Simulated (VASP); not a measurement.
# Pt (P6_3/mmc) in VASP: further runs, part 2 of 2

VASP 6.6.1. Earlier steps stand in the parts before.

## Step 5: Single point, LDA, collinear spin, ferromagnetic start

This run uses another cell than the first one, of 15.52 Å³/atom, 1.208 times its volume.

Input file INCAR:

```
SYSTEM = Pt
  PREC = Accurate
  ENCUT = 520
  EDIFF = 1E-6
  ISMEAR = 0
  SIGMA = 0.15
  LREAL = .False.
  LASPH = .True.
  NELM = 150
  ALGO = Normal
  ISIF = 2
  LWAVE = .False.
  LCHARG = .False.
  ISPIN = 2
  MAGMOM = 0.35 0.35
  LORBIT = 11
  NUPDOWN = 0.7
  LMAXMIX = 4
  GGA = CA
  NBANDS = 21
```

Input file KPOINTS:

```
Automatic mesh
0
Gamma
  21 21 10
  0 0 0
```

Input file POSCAR:

```
Pt
1.0
    2.7483013709      0.0000000000      0.0000000000
   -1.3741506854      2.3800988044      0.0000000000
    0.0000000000      0.0000000000      4.7455915265
Pt
2
Direct
    0.6666666667      0.3333333333      0.7500000000
    0.3333333333      0.6666666667      0.2500000000
```

Potentials or basis: VASP PAW LDA potentials, release 64 (Pt).

Run with:

```bash
cat potpaw_LDA.64/Pt/POTCAR > POTCAR
mpirun -np 1 vasp_std > vasp.out
```

OUTCAR:

```text
SYSTEM = Pt
   PREC = Accurate
   ENCUT = 520
   EDIFF = 1E-6
   ISMEAR = 0
   LREAL = .False.
   LASPH = .True.
   NELM = 150
   ISIF = 2
   ISPIN = 2
   LORBIT = 11
   NUPDOWN = 0.7
   GGA = CA

 ion  position               nearest neighbor table
   1  0.667  0.333  0.750-   2 2.85   2 2.85   2 2.85   2 2.85   2 2.85   2 2.85
   2  0.333  0.667  0.250-   1 2.85   1 2.85   1 2.85   1 2.85   1 2.85   1 2.85

  LATTYP: Found a hexagonal cell.
 ALAT       =     2.7483013709
 C/A-ratio  =     1.7267362221

  Lattice vectors:

 A1 = (   2.7483013709,   0.0000000000,   0.0000000000)
 A2 = (  -1.3741506854,   2.3800988044,   0.0000000000)
 A3 = (   0.0000000000,   0.0000000000,   4.7455915265)

Analysis of symmetry for initial positions (statically):
=====================================================================
 Subroutine PRICEL returns:
 Original cell was already a primitive cell.

 Routine SETGRP: Setting up the symmetry group for a
 hexagonal supercell.

 Subroutine GETGRP returns: Found 24 space group operations
 (whereof 12 operations were pure point group operations)
 out of a pool of 24 trial point group operations.

The static configuration has the point symmetry D_3d.
 The point group associated with its full space group is D_6h.

Analysis of symmetry for dynamics (positions and initial velocities):
=====================================================================
 Subroutine PRICEL returns:
 Original cell was already a primitive cell.

 Routine SETGRP: Setting up the symmetry group for a
 hexagonal supercell.

 Subroutine GETGRP returns: Found 24 space group operations
 (whereof 12 operations were pure point group operations)
 out of a pool of 24 trial point group operations.

The dynamic configuration has the point symmetry D_3d.
 The point group associated with its full space group is D_6h.

Analysis of structural, dynamic, and magnetic symmetry:
=====================================================================
 Subroutine PRICEL returns:
 Original cell was already a primitive cell.

 Routine SETGRP: Setting up the symmetry group for a
 hexagonal supercell.

 Subroutine GETGRP returns: Found 24 space group operations
 (whereof 12 operations were pure point group operations)
 out of a pool of 24 trial point group operations.

The overall configuration has the point symmetry D_3d.
 The point group associated with its full space group is D_6h.

 Subroutine INISYM returns: Found 24 space group operations
 (whereof 12 operations are pure point group operations),
 and found     1 'primitive' translations

----------------------------------------------------------------------------------------

                                     Primitive cell

  volume of cell :      31.0420

  direct lattice vectors                    reciprocal lattice vectors
     2.748301371  0.000000000  0.000000000     0.363861115  0.210075312  0.000000000
    -1.374150685  2.380098804  0.000000000     0.000000000  0.420150625  0.000000000
     0.000000000  0.000000000  4.745591527     0.000000000  0.000000000  0.210721887

  length of vectors
     2.748301371  2.748301371  4.745591527     0.420150625  0.420150625  0.210721887

  position of ions in fractional coordinates (direct lattice)
     0.666666667  0.333333333  0.750000000
[... 71 lines left out ...]
   ICHARG =      2    charge: 1-file 2-atom 10-const
   ISPIN  =      2    spin polarized calculation?
   LNONCOLLINEAR =      F non collinear calculations
   LSORBIT =      F    spin-orbit coupling
   LASPH  =      T    aspherical Exc in radial PAW
   ENCUT  =  520.0 eV  38.22 Ry    6.18 a.u.   5.11  5.11  8.82*2*pi/ulx,y,z
   NELM   =    150;   NELMIN=  2; NELMDL= -5     # of ELM steps
   EDIFF  = 0.1E-05   stopping-criterion for ELM
   LREAL  =      F    real-space projection
   EDIFFG = 0.1E-04   stopping-criterion for IOM
   NSW    =      0    number of steps for IOM
   IBRION =     -1    ionic relax: 0-MD 1-quasi-New 2-CG
   NFREE  =      0    steps in history (QN), initial steepest desc. (CG)
   ISIF   =      2    stress and relaxation
   ISYM   =      2    0-nonsym 1-usesym 2-fastsym
   POTIM  = 0.5000    time-step for ionic-motion
   TEBEG  =    0.0;   TEEND  =   0.0 temperature during run
   PSTRESS=    0.0 pullay stress
   NELECT =      20.0000    total number of electrons
   NUPDOWN=       0.7000    fix difference up-down
   EMIN   =  10.00;   EMAX   =-10.00  energy-range for DOS
   EFERMI =   0.00;   METHOD = LEGACY
   ISMEAR =     0;   SIGMA  =   0.15  broadening in eV -4-tet -1-fermi 0-gaus
   EFERMI_NEDOS =   21; number of points for ismear=-14 and -15
   IALGO  =     38    algorithm
   IMIX   =      4    mixing-type and parameters
     AMIX     =   0.40;   BMIX     =  1.00
     AMIX_MAG =   1.60;   BMIX_MAG =  1.00
  volume/ion in A,a.u.               =      15.52       104.74
  Fermi-wavevector in a.u.,A,eV,Ry     =   1.413953  2.671983 27.201620  1.999263
  Thomas-Fermi vector in A             =   2.535545
   LORBIT       =     11    0 simple, 1 ext, 2 COOP (PROOUT), +10 PAW based schemes
   GGA     = CA    functional components
   LHFCALC =     F    Hartree Fock is set to
   AEXX    =    0.0000 exact exchange contribution
   IVDW    =     0    specifies the selected vdW correction
   LEPSILON=     F    determine dielectric tensor
   LRPA    =     F    only Hartree local field effects (RPA)
 spin polarized calculation
 Gauss-broadening in eV      SIGMA  =   0.15
  energy-cutoff  :      520.00
  volume of cell :       31.04
 maximum number of plane-waves:       848
   NGX = 11   NGY = 11   NGZ = 17

 number of electron      20.0000000 magnetization       0.7000000

 Free energy of the ion-electron system (eV)
  ---------------------------------------------------
  ext. energy  EPLUGINS =         0.00000000
  ---------------------------------------------------
  free energy    TOTEN  =       -14.82831912 eV

  energy without entropy =      -14.78989854  energy(sigma->0) =      -14.80910883

 E-fermi :  10.4939     XC(G=0): -13.5166

 val. band max:       10.6640538974   @ k =   0.4762   0.0476   0.5000
 cond. band min:      10.4938793706   @ k =   0.2381   0.1905   0.1000
 fundamental gap:     -0.1701745268
 Fermi energy:        10.6648194911

 spin component 1

 k-point     1 :       0.0000    0.0000    0.0000
  band No.  band energies     occupation
      1       0.6192      1.00000
      2       3.2626      1.00000
      3       6.4196      1.00000
      4       6.9491      1.00000
      5       6.9491      1.00000
      6       7.3327      1.00000
[... 565 lines left out ...]
     20      31.6214      0.00000
     21      32.4314      0.00000

 [... further k-points ...]

 spin component 2

 k-point     1 :       0.0000    0.0000    0.0000
  band No.  band energies     occupation
      1       0.6938      1.00000
      2       3.3991      1.00000
      3       6.6197      1.00000
      4       7.1380      1.00000
      5       7.1380      1.00000
      6       7.5260      1.00000
[... 565 lines left out ...]
     20      31.7089      0.00000
     21      32.5324      0.00000

 [... further k-points ...]

------------------------ aborting loop because EDIFF is reached ----------------------------------------

  FORCE on cell =-STRESS in cart. coord.  units (eV):
  Direction    XX          YY          ZZ          XY          YZ          ZX
  --------------------------------------------------------------------------------------
  -------------------------------------------------------------------------------------
  Total       -1.9362865     -1.9362865     -2.2350316     -0.0000000      0.0000000      0.0000000
  in kB      -99.9379673    -99.9379673   -115.3571585     -0.0000000      0.0000000      0.0000000
  external PRESSURE =    -105.0776977 kB  Pullay stress =       0.0000000 kB

 VOLUME and BASIS-vectors are now :
 -----------------------------------------------------------------------------
  energy-cutoff  :      520.00
  volume of cell :       31.04
      direct lattice vectors                 reciprocal lattice vectors
     2.748301371  0.000000000  0.000000000     0.363861115  0.210075312  0.000000000
    -1.374150685  2.380098804  0.000000000     0.000000000  0.420150625  0.000000000
     0.000000000  0.000000000  4.745591527     0.000000000  0.000000000  0.210721887

 POSITION                                       TOTAL-FORCE (eV/Angst)
 -----------------------------------------------------------------------------------
      1.37415      0.79337      3.55919         0.000000     -0.000000      0.000000
     -0.00000      1.58673      1.18640        -0.000000      0.000000      0.000000
 -----------------------------------------------------------------------------------
    total drift:                               -0.000000      0.000000     -0.000000

  FREE ENERGIE OF THE ION-ELECTRON SYSTEM (eV)
  ---------------------------------------------------
  free  energy   TOTEN  =       -14.8283191154 eV

  energy  without entropy=      -14.7898985371  energy(sigma->0) =      -14.80910883

 total charge

# of ion       s       p       d       tot
------------------------------------------
    1        0.628   0.578   8.032   9.238
    2        0.628   0.578   8.032   9.238
--------------------------------------------------
tot          1.256   1.156  16.064  18.476

 magnetization (x)

# of ion       s       p       d       tot
------------------------------------------
    1        0.002  -0.000   0.342   0.344
    2        0.002  -0.000   0.342   0.344
--------------------------------------------------
tot          0.005  -0.000   0.684   0.688
```

Run time: 1.8 min. Hardware: 1 thread of Intel Xeon 6975P-C (Granite Rapids), shared host; peak memory 0.33 GiB.

Results:

```yaml
Free_energy: -14.8283 eV
Pressure: -10.5 GPa
Net_moment: 0.70 μB per cell
Site_moments: Pt +0.34 μB
Valence_electrons_inside_the_program's_atomic_spheres: Pt 9.24
```

Caveat: spin-orbit coupling is left out, which moves the levels of the heavy elements; the total moment is fixed, so each spin has its own Fermi level.

## Step 6: Single point, LDA, collinear spin, ferromagnetic start

This run uses another cell than the first one, of 15.52 Å³/atom, 1.208 times its volume.

Input file INCAR:

```
SYSTEM = Pt
ALGO = Fast
EDIFF = 1E-6
ENCUT = 520
ISIF = 2
ISMEAR = 0
ISPIN = 2
LASPH = .TRUE.
LCHARG = .FALSE.
LMAXMIX = 4
LORBIT = 11
LREAL = .FALSE.
LWAVE = .FALSE.
MAGMOM = 0.45 0.45
NBANDS = 21
NELM = 150
NUPDOWN = 0.9
PREC = Accurate
SIGMA = 0.15
```

Input file KPOINTS:

```
k-points
0
G
  21 21 10
  0 0 0
```

POSCAR is that of step 5.

Potentials or basis: VASP PAW LDA potentials, release 64 (Pt).

Run with:

```bash
cat potpaw_LDA.64/Pt/POTCAR > POTCAR
mpirun -np 1 vasp_std > vasp.out
```

It took 1.8 min on 1 thread of Intel Xeon 6975P-C (Granite Rapids), shared host; peak memory 0.33 GiB.

The run converged. Its results:

| Quantity | Value |
| --- | --- |
| Free energy | -14.8078 eV |
| Pressure | -10.1 GPa |
| Net moment | 0.90 μB per cell |
| Site moments | Pt +0.44 μB |
| Valence electrons inside the program's atomic spheres | Pt 9.24 |

Stress tensor (GPa, compression positive):
```
 -9.22   0.00   0.00
  0.00  -9.22   0.00
  0.00   0.00 -11.90
```

Caveat: spin-orbit coupling is left out, which moves the levels of the heavy elements; the total moment is fixed, so each spin has its own Fermi level.

## Step 7: Summary

| fixed moment (μB) | cell | pressure (GPa) | moment (μB) |
| --- | --- | --- | --- |
| 0.4 | a = 2.580, b = 2.580, c = 4.456 Å, angles 90.0, 90.0, 120.0°, 2 atoms | 66.3 | 0.40 |
| 0.9 | a = 2.580, b = 2.580, c = 4.456 Å, angles 90.0, 90.0, 120.0°, 2 atoms | 67.6 | 0.90 |
| 0.3 | a = 2.862, b = 2.862, c = 4.942 Å, angles 90.0, 90.0, 120.0°, 2 atoms | -31.3 | 0.30 |
| 0.7 | a = 2.748, b = 2.748, c = 4.746 Å, angles 90.0, 90.0, 120.0°, 2 atoms | -10.5 | 0.70 |
| 0.9 | a = 2.748, b = 2.748, c = 4.746 Å, angles 90.0, 90.0, 120.0°, 2 atoms | -10.1 | 0.90 |

Alike in all rows: task single point; level LDA; potentials or basis VASP PAW LDA potentials, release 64 (Pt); spin collinear, ferromagnetic start; k mesh 21 × 21 × 10; cutoff (eV) 520; smearing gaussian 0.15 eV.

Caveats: spin-orbit coupling is left out, which moves the levels of the heavy elements; the total moment is fixed, so each spin has its own Fermi level.

Total energies depend on the potentials used, so only differences within one code and one set of settings carry meaning.
